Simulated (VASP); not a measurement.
# Cs8Sn7GeI23 (a cell with a defect) in VASP: single point with PBEsol

Aim: the single point of Cs8Sn7GeI23 (a cell with a defect) with PBEsol.

All numbers are computed with VASP 6.6.1; they aren't measurements. Logs are shortened: lines on timing, memory, paths and dates and some standing lists are left out, and cuts for length are marked.

### 1 The cell of the first run

The cell holds a defect, 39 atoms: a = 12.314 Å, b = 12.314 Å, c = 12.314 Å, α = 90.00°, β = 90.00°, γ = 90.00°.

### 2 Single point, PBEsol

INCAR

```
PREC = Accurate
ENCUT = 410
EDIFF = 1E-6
ISMEAR = -1
SIGMA = 0.05
LREAL = Auto
LASPH = T
NELM = 120
ALGO = Normal
ISIF = 2
LWAVE = F
LCHARG = F
GGA = PS
NBANDS = 198
NELECT = 344.0
ISYM = -1
GGA_COMPAT = F
```

KPOINTS

```
explicit points
1
Reciprocal
  0.25000000   0.25000000   0.25000000 1
```

POSCAR

```
Cs8Sn7GeI23
1.0
   12.3144620000      0.0000000000      0.0000000000
    0.0000000000     12.3144620000      0.0000000000
    0.0000000000      0.0000000000     12.3144620000
Cs Ge Sn I
8 1 7 23
Direct
    0.9894080000      0.9897550000      0.9935580000
    0.9832950000      0.9798030000      0.4890780000
    0.9849590000      0.5126740000      0.0007600000
    0.9954600000      0.5172760000      0.4900130000
    0.5150680000      0.9710170000      0.9952600000
    0.5157460000      0.9856270000      0.4981840000
    0.5214370000      0.5314370000      0.9983200000
    0.5079460000      0.5138170000      0.5038920000
    0.2597460000      0.2419790000      0.2821530000
    0.2539800000      0.2488650000      0.7296290000
    0.2525440000      0.7431710000      0.2523550000
    0.2531410000      0.7504070000      0.7512780000
    0.7615270000      0.2503000000      0.2472240000
    0.7556700000      0.2502650000      0.7502370000
    0.7525630000      0.7500790000      0.2496380000
    0.7542820000      0.7498700000      0.7486120000
    0.1821810000      0.2404830000      0.4968150000
    0.2575040000      0.7446800000      0.0022250000
    0.2496860000      0.7615930000      0.5017570000
    0.7044810000      0.2477100000      0.9988960000
    0.7895470000      0.2525350000      0.4982380000
    0.7534230000      0.7529790000      0.9991660000
    0.7539060000      0.7468830000      0.4991360000
    0.9981280000      0.2493720000      0.2071010000
    0.0006000000      0.2531240000      0.7929990000
    0.0018510000      0.7530800000      0.2470920000
    0.0034030000      0.7485600000      0.7519500000
    0.4810750000      0.2506920000      0.3074210000
    0.4974210000      0.2460260000      0.6989940000
    0.5020320000      0.7496340000      0.2517040000
    0.5038420000      0.7519580000      0.7481420000
    0.2533550000      0.0147640000      0.2481960000
    0.2539850000      0.0032390000      0.7714960000
    0.2466130000      0.4973870000      0.2583580000
    0.2562280000      0.4988010000      0.7440100000
    0.7469840000      0.0002160000      0.2510250000
    0.7541570000      0.9997460000      0.7470550000
    0.7486230000      0.5006280000      0.2457280000
    0.7480320000      0.5002060000      0.7524100000
```

Potentials or basis: VASP PAW PBE potentials, release 64 (Cs_sv, Ge_d, Sn_d, I).

Launch:

```bash
$ cat potpaw_PBE.64/Cs_sv/POTCAR potpaw_PBE.64/Ge_d/POTCAR potpaw_PBE.64/Sn_d/POTCAR potpaw_PBE.64/I/POTCAR > POTCAR
$ mpirun -np 1 vasp_std > vasp.out
```

OUTCAR:

```text
PREC = Accurate
   ENCUT = 410
   EDIFF = 1E-6
   ISMEAR = -1
   LREAL = Auto
   LASPH = T
   NELM = 120
   ISIF = 2
   GGA = PS
   NELECT = 344.0
   ISYM = -1

 ion  position               nearest neighbor table
   1  0.989  0.990  0.994-
   2  0.983  0.980  0.489-
   3  0.985  0.513  0.001-
   4  0.995  0.517  0.490-
   5  0.515  0.971  0.995-
   6  0.516  0.986  0.498-
   7  0.521  0.531  0.998-
   8  0.508  0.514  0.504-
   9  0.260  0.242  0.282-  28 2.75  17 2.81  32 2.83  34 3.16
  10  0.254  0.249  0.730-  17 3.00  29 3.02  33 3.07  35 3.08  25 3.22
  11  0.253  0.743  0.252-  34 3.03  30 3.07  19 3.08  18 3.08  26 3.09  32 3.34
  12  0.253  0.750  0.751-  27 3.08  19 3.08  31 3.09  18 3.09  35 3.10  33 3.12
  13  0.762  0.250  0.247-  24 2.96  36 3.09  38 3.09  21 3.11  20 3.14  28 3.53
  14  0.756  0.250  0.750-  25 3.06  39 3.08  37 3.09  20 3.13  21 3.13  29 3.24
  15  0.753  0.750  0.250-  26 3.07  38 3.07  23 3.07  36 3.08  22 3.08  30 3.09
  16  0.754  0.750  0.749-  27 3.07  23 3.07  39 3.08  37 3.08  31 3.08  22 3.09
  17  0.182  0.240  0.497-   9 2.81  10 3.00
  18  0.258  0.745  0.002-  11 3.08  12 3.09
  19  0.250  0.762  0.502-  12 3.08  11 3.08
  20  0.704  0.248  0.999-  14 3.13  13 3.14
  21  0.790  0.253  0.498-  13 3.11  14 3.13
  22  0.753  0.753  0.999-  15 3.08  16 3.09
  23  0.754  0.747  0.499-  16 3.07  15 3.07
  24  0.998  0.249  0.207-  13 2.96
  25  0.001  0.253  0.793-  14 3.06  10 3.22
  26  0.002  0.753  0.247-  15 3.07  11 3.09
  27  0.003  0.749  0.752-  16 3.07  12 3.08
  28  0.481  0.251  0.307-   9 2.75  13 3.53
  29  0.497  0.246  0.699-  10 3.02  14 3.24
  30  0.502  0.750  0.252-  11 3.07  15 3.09
  31  0.504  0.752  0.748-  16 3.08  12 3.09
  32  0.253  0.015  0.248-   9 2.83  11 3.34
  33  0.254  0.003  0.771-  10 3.07  12 3.12
  34  0.247  0.497  0.258-  11 3.03   9 3.16
  35  0.256  0.499  0.744-  10 3.08  12 3.10
  36  0.747  0.000  0.251-  15 3.08  13 3.09
  37  0.754  1.000  0.747-  16 3.08  14 3.09
  38  0.749  0.501  0.246-  15 3.07  13 3.09
  39  0.748  0.500  0.752-  16 3.08  14 3.08

IMPORTANT INFORMATION: All symmetrisations will be switched off!
NOSYMM: (Re-)initialisation of all symmetry stuff for point group C_1.

----------------------------------------------------------------------------------------

                                     Primitive cell

  volume of cell :    1867.4386

  direct lattice vectors                    reciprocal lattice vectors
    12.314462000  0.000000000  0.000000000     0.081205334  0.000000000  0.000000000
     0.000000000 12.314462000  0.000000000     0.000000000  0.081205334  0.000000000
     0.000000000  0.000000000 12.314462000     0.000000000  0.000000000  0.081205334

  length of vectors
[... 122 lines left out ...]
   POTIM  = 0.5000    time-step for ionic-motion
   TEBEG  =    0.0;   TEEND  =   0.0 temperature during run
   PSTRESS=    0.0 pullay stress
   NELECT =     344.0000    total number of electrons
   NUPDOWN=      -1.0000    fix difference up-down
   EMIN   =  10.00;   EMAX   =-10.00  energy-range for DOS
   EFERMI =   0.00;   METHOD = LEGACY
   ISMEAR =    -1;   SIGMA  =   0.05  broadening in eV -4-tet -1-fermi 0-gaus
   EFERMI_NEDOS =   21; number of points for ismear=-14 and -15
   IALGO  =     38    algorithm
   IMIX   =      4    mixing-type and parameters
     AMIX     =   0.40;   BMIX     =  1.00
     AMIX_MAG =   1.60;   BMIX_MAG =  1.00
  volume/ion in A,a.u.               =      47.88       323.13
  Fermi-wavevector in a.u.,A,eV,Ry     =   0.931491  1.760264 11.805453  0.867676
  Thomas-Fermi vector in A             =   2.057990
   LORBIT       =      0    0 simple, 1 ext, 2 COOP (PROOUT), +10 PAW based schemes
   GGA     = PS    functional components
   LHFCALC =     F    Hartree Fock is set to
   AEXX    =    0.0000 exact exchange contribution
   IVDW    =     0    specifies the selected vdW correction
   LEPSILON=     F    determine dielectric tensor
   LRPA    =     F    only Hartree local field effects (RPA)
 non-spin polarized calculation
  energy-cutoff  :      410.00
  volume of cell :     1867.44
 maximum number of plane-waves:     35255
 NGX is ok and might be reduce to    84
   NGX = 41   NGY = 41   NGZ = 41

 number of electron     344.0000010 magnetization

 Free energy of the ion-electron system (eV)
  ---------------------------------------------------
  ext. energy  EPLUGINS =         0.00000000
  ---------------------------------------------------
  free energy    TOTEN  =      -120.74489600 eV

  energy without entropy =     -120.74489594  energy(sigma->0) =     -120.74489597

 E-fermi :   2.4278     XC(G=0):  -7.6019

 val. band max:        1.5277927274   @ k =   0.2500   0.2500   0.2500
 cond. band min:       3.3271007723   @ k =   0.2500   0.2500   0.2500
 fundamental gap:      1.7993080449
 Fermi energy:         2.4278269979

 k-point     1 :       0.2500    0.2500    0.2500
  band No.  band energies     occupation
      1     -22.9430      2.00000
      2     -22.9234      2.00000
      3     -22.9203      2.00000
      4     -22.8985      2.00000
      5     -22.8878      2.00000
      6     -19.5536      2.00000
[... 176 lines left out ...]
    183       4.2979      0.00000
    184       4.3181      0.00000
 [bands above 184 left out]

------------------------ aborting loop because EDIFF is reached ----------------------------------------

  FORCE on cell =-STRESS in cart. coord.  units (eV):
  Direction    XX          YY          ZZ          XY          YZ          ZX
  --------------------------------------------------------------------------------------
  -------------------------------------------------------------------------------------
  Total      -13.3396109    -12.3333790    -13.1862582     -0.5876227     -0.5232901     -0.3585555
  in kB      -11.4447791    -10.5814780    -11.3132095     -0.5041536     -0.4489591     -0.3076243
  external PRESSURE =     -11.1131555 kB  Pullay stress =       0.0000000 kB

 VOLUME and BASIS-vectors are now :
 -----------------------------------------------------------------------------
  energy-cutoff  :      410.00
  volume of cell :     1867.44
      direct lattice vectors                 reciprocal lattice vectors
    12.314462000  0.000000000  0.000000000     0.081205334  0.000000000  0.000000000
     0.000000000 12.314462000  0.000000000     0.000000000  0.081205334  0.000000000
     0.000000000  0.000000000 12.314462000     0.000000000  0.000000000  0.081205334

 POSITION                                       TOTAL-FORCE (eV/Angst)
 -----------------------------------------------------------------------------------
     12.18403     12.18830     12.23513        -0.002055     -0.002754      0.003875
     12.10875     12.06575      6.02273         0.001026     -0.000716      0.002929
     12.12924      6.31330      0.00936         0.010575      0.000028      0.001097
     12.25855      6.36998      6.03425         0.000846     -0.002926      0.003466
      6.34279     11.95755     12.25609        -0.003593      0.005134      0.005051
      6.35113     12.13747      6.13487        -0.004106     -0.002289     -0.000447
[... 31 lines left out ...]
      9.21889      6.16496      3.02601         0.003691     -0.004720     -0.000017
      9.21161      6.15977      9.26552         0.006981      0.001456     -0.007387
 -----------------------------------------------------------------------------------
    total drift:                               -0.003918     -0.005333     -0.013466

  FREE ENERGIE OF THE ION-ELECTRON SYSTEM (eV)
  ---------------------------------------------------
  free  energy   TOTEN  =      -120.7448960029 eV

  energy  without entropy=     -120.7448959441  energy(sigma->0) =     -120.74489597
```

stdout:

```text
POSCAR found type information on POSCAR CsGeSnI
 POSCAR found :  4 types and      39 ions
 scaLAPACK will be used
 -----------------------------------------------------------------------------
|                                                                             |
|                                                                             |
|     You enforced a specific xc type in the INCAR file but a different       |
|     I HOPE YOU KNOW WHAT YOU ARE DOING!                                     |
|                                                                             |
 -----------------------------------------------------------------------------

 LDA part: xc-table for (Slater+PW92), standard interpolation
 POSCAR, INCAR and KPOINTS ok, starting setup
 FFT: planning ... GRIDC
 FFT: planning ... GRID_SOFT
 FFT: planning ... GRID
 WAVECAR not read
 entering main loop
 the old and the new charge density differ
 old charge density:   345.00000 new  344.00000
    0.129E+01
```

Run time: 16 min. Hardware: 1 thread of Intel Xeon 8259CL, shared host; peak memory 1.2 GiB.

What came out:

* Free energy: -120.7449 eV
* Largest force: 0.022 eV/Å

Forces in eV/Å, atoms in the order of the input:
```
Cs  -0.002 -0.003  0.004
Cs   0.001 -0.001  0.003
Cs   0.011  0.000  0.001
Cs   0.001 -0.003  0.003
Cs  -0.004  0.005  0.005
Cs  -0.004 -0.002  0.000
Cs   0.001 -0.002  0.001
Cs   0.004  0.006  0.000
Ge  -0.022  0.002  0.002
Sn  -0.017  0.000 -0.005
Sn  -0.003  0.004 -0.005
Sn   0.000  0.002  0.006
Sn  -0.020 -0.003 -0.002
Sn  -0.012 -0.001 -0.001
Sn   0.001  0.005  0.002
Sn   0.004  0.000 -0.002
I    0.015  0.000  0.003
I   -0.002 -0.002  0.002
I    0.005  0.001 -0.007
I   -0.007  0.007  0.011
I    0.002  0.003 -0.002
I    0.002 -0.001 -0.002
I   -0.004  0.001 -0.003
I    0.014  0.001 -0.001
I    0.016 -0.003 -0.002
I    0.000 -0.004  0.003
I   -0.005  0.000 -0.001
I    0.007 -0.009 -0.002
I    0.007  0.000  0.004
I   -0.005  0.000 -0.004
I   -0.004  0.000  0.001
I    0.008  0.000 -0.002
I    0.000  0.002  0.001
I   -0.001 -0.001  0.004
I   -0.003 -0.005 -0.004
I    0.007  0.002 -0.004
I   -0.001  0.001  0.003
I    0.004 -0.005  0.000
I    0.007  0.001 -0.007
```

Caveat: the cell carries a net charge on a neutralising background, which shifts energy and pressure; the cell is charged against a uniform background, so pressure and absolute levels hang on convention; the PAW data sets were made with another functional, which shifts forces and pressure a little; spin-orbit coupling is left out, which moves the levels of the heavy elements.
